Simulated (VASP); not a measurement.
# Zr3PbW3 (Pm-3m) in VASP: further runs

Runs on Zr3PbW3. Level: PBE. Tasks: relaxation of cell and atoms, single point.

Program: VASP 6.6.1. These are calculated values, not measurements. Logs are shortened: lines on timing, memory, paths and dates and some standing lists are left out, and cuts for length are marked.

## Step 1: The cell of the first run

The structure is cubic, space group Pm-3m (No. 221). The conventional cell has a = 5.526 Å, b = 5.526 Å, c = 5.526 Å, α = 90.00°, β = 90.00°, γ = 90.00°. Zr (site symmetry 4/mmm) has 2 Pb at 2.76 Å and 4 W at 2.76 Å within 3.6 Å. Pb (site symmetry m-3m) has 6 Zr at 2.76 Å within 3.6 Å. W (site symmetry 4/mmm) has 4 Zr at 2.76 Å within 3.6 Å.

## Step 2: Relaxation of cell and atoms, PBE

Contents of INCAR:

```
  PREC = Accurate
  ENCUT = 600
  EDIFF = 1E-6
  ISMEAR = 0
  SIGMA = 0.1
  LREAL = False
  LASPH = True
  NELM = 100
  ALGO = Normal
  ISIF = 3
  LWAVE = False
  LCHARG = False
  GGA = PE
  IBRION = 2
  NSW = 100
  EDIFFG = -0.01
```

Contents of KPOINTS:

```
regular mesh
0
Gamma
  8 8 8
```

Contents of POSCAR:

```
Zr3PbW3
1.0
    5.5255811052      0.0000000000      0.0000000000
    0.0000000000      5.5255811052      0.0000000000
    0.0000000000      0.0000000000      5.5255811052
Zr Pb W
3 1 3
Direct
    0.5000000000      0.5000000000      0.0000000000
    0.0000000000      0.5000000000      0.5000000000
    0.5000000000      0.0000000000      0.5000000000
    0.5000000000      0.5000000000      0.5000000000
    0.5000000000      0.0000000000      0.0000000000
    0.0000000000      0.5000000000      0.0000000000
    0.0000000000      0.0000000000      0.5000000000
```

Potentials or basis: VASP PAW PBE potentials, release 64 (Zr_sv, Pb_d, W_sv).

On the command line:

```bash
$ cat potpaw_PBE.64/Zr_sv/POTCAR potpaw_PBE.64/Pb_d/POTCAR potpaw_PBE.64/W_sv/POTCAR > POTCAR
$ mpirun -np 1 vasp_std > vasp.out
```

OUTCAR:

```text
PREC = Accurate
   ENCUT = 600
   EDIFF = 1E-6
   ISMEAR = 0
   LREAL = False
   LASPH = True
   NELM = 100
   ISIF = 3
   GGA = PE
   IBRION = 2
   NSW = 100
   EDIFFG = -0.01

 ion  position               nearest neighbor table
   1  0.500  0.500  0.000-   4 2.76   5 2.76   6 2.76   4 2.76   5 2.76   6 2.76
   2  0.000  0.500  0.500-   4 2.76   6 2.76   7 2.76   6 2.76   7 2.76   4 2.76
   3  0.500  0.000  0.500-   4 2.76   5 2.76   7 2.76   5 2.76   4 2.76   7 2.76
   4  0.500  0.500  0.500-   1 2.76   2 2.76   3 2.76   1 2.76   3 2.76   2 2.76
   5  0.500  0.000  0.000-   1 2.76   3 2.76   3 2.76   1 2.76
   6  0.000  0.500  0.000-   1 2.76   2 2.76   2 2.76   1 2.76
   7  0.000  0.000  0.500-   2 2.76   3 2.76   2 2.76   3 2.76

  LATTYP: Found a simple cubic cell.
 ALAT       =     5.5255811052

  Lattice vectors:

 A1 = (   5.5255811052,   0.0000000000,   0.0000000000)
 A2 = (   0.0000000000,   5.5255811052,   0.0000000000)
 A3 = (   0.0000000000,   0.0000000000,   5.5255811052)

Analysis of symmetry for initial positions (statically):
=====================================================================
 Subroutine PRICEL returns:
 Original cell was already a primitive cell.

 Routine SETGRP: Setting up the symmetry group for a
 simple cubic supercell.

 Subroutine GETGRP returns: Found 48 space group operations
[... 9 lines left out ...]

 Routine SETGRP: Setting up the symmetry group for a
 simple cubic supercell.

 Subroutine GETGRP returns: Found 48 space group operations
[... 11 lines left out ...]
                                     Primitive cell

  volume of cell :     168.7073

  direct lattice vectors                    reciprocal lattice vectors
     5.525581105  0.000000000  0.000000000     0.180976440  0.000000000  0.000000000
     0.000000000  5.525581105  0.000000000     0.000000000  0.180976440  0.000000000
     0.000000000  0.000000000  5.525581105     0.000000000  0.000000000  0.180976440

  length of vectors
     5.525581105  5.525581105  5.525581105     0.180976440  0.180976440  0.180976440

  position of ions in fractional coordinates (direct lattice)
     0.500000000  0.500000000  0.000000000
     0.000000000  0.500000000  0.500000000
     0.500000000  0.000000000  0.500000000
     0.500000000  0.500000000  0.500000000
     0.500000000  0.000000000  0.000000000
     0.000000000  0.500000000  0.000000000
     0.000000000  0.000000000  0.500000000

  ion indices of the primitive-cell ions
   primitive index   ion index
                 1           1
                 2           2
                 3           3
                 4           4
                 5           5
                 6           6
                 7           7

----------------------------------------------------------------------------------------

 KPOINTS: regular mesh

Automatic generation of k-mesh.
 Grid dimensions read from file:
 generate k-points for:    8    8    8

 Generating k-lattice:

  Cartesian coordinates                     Fractional coordinates (reciprocal lattice)
     0.022622055  0.000000000  0.000000000     0.125000000  0.000000000  0.000000000
     0.000000000  0.022622055  0.000000000     0.000000000  0.125000000  0.000000000
     0.000000000  0.000000000  0.022622055     0.000000000  0.000000000  0.125000000

  Length of vectors
     0.022622055  0.022622055  0.022622055

  Shift w.r.t. Gamma in fractional coordinates (k-lattice)
     0.000000000  0.000000000  0.000000000

 Subroutine IBZKPT returns following result:
 ===========================================

 Found     35 irreducible k-points:

 Following reciprocal coordinates:
            Coordinates               Weight
  0.000000  0.000000  0.000000      1.000000
  0.125000  0.000000  0.000000      6.000000
  0.250000  0.000000  0.000000      6.000000
  0.375000  0.000000  0.000000      6.000000
  0.500000  0.000000  0.000000      3.000000
  0.125000  0.125000  0.000000     12.000000
[... 16 lines left out ...]
  0.375000  0.375000  0.125000     24.000000
  0.500000  0.375000  0.125000     24.000000
 [... further k-points ...]
   k-points           NKPTS =     35   k-points in BZ     NKDIM =     35   number of bands    NBANDS=     55
   number of dos      NEDOS =    301   number of ions     NIONS =      7
   total plane-waves  NPLWV = 110592
   dimension x,y,z NGX =    48 NGY =   48 NGZ =   48
   dimension x,y,z NGXF=    96 NGYF=   96 NGZF=   96
   ions per type =               3   1   3
   NGX,Y,Z   is equivalent  to a cutoff of  14.44, 14.44, 14.44 a.u.
   NGXF,Y,Z  is equivalent  to a cutoff of  28.88, 28.88, 28.88 a.u.
 SYSTEM =  unknown system
   PREC   = accura    normal or accurate (medium, high low for compatibility)
   ISTART =      0    job   : 0-new  1-cont  2-samecut
   ICHARG =      2    charge: 1-file 2-atom 10-const
   ISPIN  =      1    spin polarized calculation?
   LNONCOLLINEAR =      F non collinear calculations
   LSORBIT =      F    spin-orbit coupling
   LASPH  =      T    aspherical Exc in radial PAW
   ENCUT  =  600.0 eV  44.10 Ry    6.64 a.u.  11.04 11.04 11.04*2*pi/ulx,y,z
   NELM   =    100;   NELMIN=  2; NELMDL= -5     # of ELM steps
   EDIFF  = 0.1E-05   stopping-criterion for ELM
   LREAL  =      F    real-space projection
   EDIFFG = -.1E-01   stopping-criterion for IOM
   NSW    =    100    number of steps for IOM
   IBRION =      2    ionic relax: 0-MD 1-quasi-New 2-CG
   NFREE  =      1    steps in history (QN), initial steepest desc. (CG)
   ISIF   =      3    stress and relaxation
   ISYM   =      2    0-nonsym 1-usesym 2-fastsym
   POTIM  = 0.5000    time-step for ionic-motion
   TEBEG  =    0.0;   TEEND  =   0.0 temperature during run
   PSTRESS=    0.0 pullay stress
   NELECT =      92.0000    total number of electrons
   NUPDOWN=      -1.0000    fix difference up-down
   EMIN   =  10.00;   EMAX   =-10.00  energy-range for DOS
   EFERMI =   0.00;   METHOD = LEGACY
   ISMEAR =     0;   SIGMA  =   0.10  broadening in eV -4-tet -1-fermi 0-gaus
   EFERMI_NEDOS =   21; number of points for ismear=-14 and -15
   IALGO  =     38    algorithm
   IMIX   =      4    mixing-type and parameters
     AMIX     =   0.40;   BMIX     =  1.00
     AMIX_MAG =   1.60;   BMIX_MAG =  1.00
  volume/ion in A,a.u.               =      24.10       162.64
  Fermi-wavevector in a.u.,A,eV,Ry     =   1.337497  2.527503 24.339438  1.788898
  Thomas-Fermi vector in A             =   2.466041
   LORBIT       =      0    0 simple, 1 ext, 2 COOP (PROOUT), +10 PAW based schemes
   GGA     = PE    functional components
   LHFCALC =     F    Hartree Fock is set to
   AEXX    =    0.0000 exact exchange contribution
   IVDW    =     0    specifies the selected vdW correction
   LEPSILON=     F    determine dielectric tensor
   LRPA    =     F    only Hartree local field effects (RPA)
 conjugate gradient relaxation of ions
 non-spin polarized calculation
 Gauss-broadening in eV      SIGMA  =   0.10
  energy-cutoff  :      600.00
  volume of cell :      168.71
 maximum number of plane-waves:      5670
 NGX is ok and might be reduce to    48
   NGX = 23   NGY = 23   NGZ = 23

--------------------------------------- Ionic step        1  -------------------------------------------

 number of electron      92.0000002 magnetization

 Free energy of the ion-electron system (eV)
  ---------------------------------------------------
  ext. energy  EPLUGINS =         0.00000000
  ---------------------------------------------------
  free energy    TOTEN  =       -55.73541990 eV

  energy without entropy =      -55.66950331  energy(sigma->0) =      -55.70246160

------------------------ aborting loop because EDIFF is reached ----------------------------------------

  FORCE on cell =-STRESS in cart. coord.  units (eV):
  Direction    XX          YY          ZZ          XY          YZ          ZX
  --------------------------------------------------------------------------------------
  -------------------------------------------------------------------------------------
  Total       -0.4934514     -0.4934514     -0.4934514      0.0000000      0.0000000     -0.0000000
  in kB       -4.6862027     -4.6862027     -4.6862027      0.0000000      0.0000000     -0.0000000
  external PRESSURE =      -4.6862027 kB  Pullay stress =       0.0000000 kB

 VOLUME and BASIS-vectors are now :
 -----------------------------------------------------------------------------
  energy-cutoff  :      600.00
  volume of cell :      168.71
      direct lattice vectors                 reciprocal lattice vectors
     5.525581105  0.000000000  0.000000000     0.180976440  0.000000000  0.000000000
     0.000000000  5.525581105  0.000000000     0.000000000  0.180976440  0.000000000
     0.000000000  0.000000000  5.525581105     0.000000000  0.000000000  0.180976440

 POSITION                                       TOTAL-FORCE (eV/Angst)
 -----------------------------------------------------------------------------------
      2.76279      2.76279      0.00000         0.000000      0.000000      0.000000
      0.00000      2.76279      2.76279         0.000000      0.000000      0.000000
      2.76279      0.00000      2.76279         0.000000      0.000000      0.000000
      2.76279      2.76279      2.76279         0.000000      0.000000      0.000000
      2.76279      0.00000      0.00000         0.000000      0.000000      0.000000
      0.00000      2.76279      0.00000         0.000000      0.000000      0.000000
      0.00000      0.00000      2.76279         0.000000      0.000000      0.000000
 -----------------------------------------------------------------------------------
    total drift:                                0.000000      0.000000      0.000000
[... 30 lines left out ...]
 POSITION                                       TOTAL-FORCE (eV/Angst)
 -----------------------------------------------------------------------------------
      2.75339      2.75339     -0.00000        -0.000000     -0.000000      0.000000
      0.00000      2.75339      2.75339         0.000000     -0.000000      0.000000
      2.75339      0.00000      2.75339        -0.000000     -0.000000      0.000000
      2.75339      2.75339      2.75339         0.000000      0.000000      0.000000
      2.75339      0.00000     -0.00000        -0.000000     -0.000000      0.000000
      0.00000      2.75339     -0.00000        -0.000000     -0.000000      0.000000
      0.00000      0.00000      2.75339        -0.000000      0.000000      0.000000
 -----------------------------------------------------------------------------------
    total drift:                                0.000000      0.000000      0.000000

  FREE ENERGIE OF THE ION-ELECTRON SYSTEM (eV)
  ---------------------------------------------------
  free  energy   TOTEN  =       -55.7352203895 eV

  energy  without entropy=      -55.6707858764  energy(sigma->0) =      -55.70300313

--------------------------------------- Ionic step        3  -------------------------------------------

 number of electron      92.0000001 magnetization

 Free energy of the ion-electron system (eV)
  ---------------------------------------------------
  ext. energy  EPLUGINS =         0.00000000
  ---------------------------------------------------
  free energy    TOTEN  =       -55.73664390 eV

  energy without entropy =      -55.67141614  energy(sigma->0) =      -55.70403002

 E-fermi :   7.4701     XC(G=0): -11.0123

 val. band max:        7.4698293637   @ k =   0.5000   0.0000   0.0000
 cond. band min:       7.4704156233   @ k =   0.2500   0.2500   0.2500
 fundamental gap:      0.0005862596
 Fermi energy:         7.4701274690

 k-point     1 :       0.0000    0.0000    0.0000
  band No.  band energies     occupation
      1     -66.3957      2.00000
      2     -66.3947      2.00000
      3     -66.3947      2.00000
      4     -40.8931      2.00000
      5     -40.8819      2.00000
      6     -40.8819      2.00000
[... 1381 lines left out ...]
     54       8.7795      0.00000
     55       8.8183      0.00000

 [... further k-points ...]
[... 5 lines left out ...]
  --------------------------------------------------------------------------------------
  -------------------------------------------------------------------------------------
  Total        0.0002665      0.0002665      0.0002665     -0.0000000     -0.0000000      0.0000000
  in kB        0.0025438      0.0025438      0.0025438     -0.0000000     -0.0000000      0.0000000
  external PRESSURE =       0.0025438 kB  Pullay stress =       0.0000000 kB

 VOLUME and BASIS-vectors are now :
 -----------------------------------------------------------------------------
  energy-cutoff  :      600.00
  volume of cell :      167.88
      direct lattice vectors                 reciprocal lattice vectors
     5.516552121  0.000000000 -0.000000000     0.181272646 -0.000000000 -0.000000000
     0.000000000  5.516552121 -0.000000000    -0.000000000  0.181272646 -0.000000000
     0.000000000  0.000000000  5.516552121     0.000000000  0.000000000  0.181272646

 POSITION                                       TOTAL-FORCE (eV/Angst)
 -----------------------------------------------------------------------------------
      2.75828      2.75828     -0.00000        -0.000000     -0.000000      0.000000
      0.00000      2.75828      2.75828         0.000000     -0.000000      0.000000
      2.75828      0.00000      2.75828        -0.000000     -0.000000      0.000000
      2.75828      2.75828      2.75828         0.000000      0.000000      0.000000
      2.75828      0.00000     -0.00000        -0.000000     -0.000000      0.000000
      0.00000      2.75828     -0.00000        -0.000000     -0.000000      0.000000
      0.00000      0.00000      2.75828        -0.000000      0.000000      0.000000
 -----------------------------------------------------------------------------------
    total drift:                                0.000000      0.000000      0.000000

  FREE ENERGIE OF THE ION-ELECTRON SYSTEM (eV)
  ---------------------------------------------------
  free  energy   TOTEN  =       -55.7366439030 eV

  energy  without entropy=      -55.6714161432  energy(sigma->0) =      -55.70403002

 reached required accuracy - stopping structural energy minimisation
```

Wall time 8 min (1 thread of Intel Xeon 6975P-C (Granite Rapids), shared host); peak memory 0.57 GiB.

What came out:

| Quantity | Value |
| --- | --- |
| Free energy | -55.7366 eV |
| Relaxed volume | 23.98 Å³/atom |
| Relaxed cell | a = 5.517 Å, b = 5.517 Å, c = 5.517 Å, α = 90.00°, β = 90.00°, γ = 90.00° |
| Space group after relaxing (to 0.05 Å) | Pm-3m (No. 221) |
| Energy gained by relaxing | 0.2 meV/atom |
| Ionic steps | 3 |
| Pressure after relaxing | 0.0 GPa |
| Band gap on the k mesh | zero (band 46 reaches 7.61 eV, above the bottom of band 47 at 7.36 eV) |

The path:
```csv
step,energy change (eV),largest force (eV/Å),pressure (GPa),volume (Å³)
1,0.0000,0.0000,-0.47,168.71
2,0.0002,0.0000,0.51,166.99
3,-0.0012,0.0000,0.00,167.88
```

Final structure:
```
Zr Pb W
1.0
     5.51655    0.00000    0.00000
     0.00000    5.51655    0.00000
     0.00000    0.00000    5.51655
Zr Pb W
3 1 3
Direct
  0.50000 0.50000 0.00000
  0.00000 0.50000 0.50000
  0.50000 0.00000 0.50000
  0.50000 0.50000 0.50000
  0.50000 0.00000 0.00000
  0.00000 0.50000 0.00000
  0.00000 0.00000 0.50000
```

Caveat: spin-orbit coupling is left out, which moves the levels of the heavy elements.

(Part 1 of 2 ends here.)
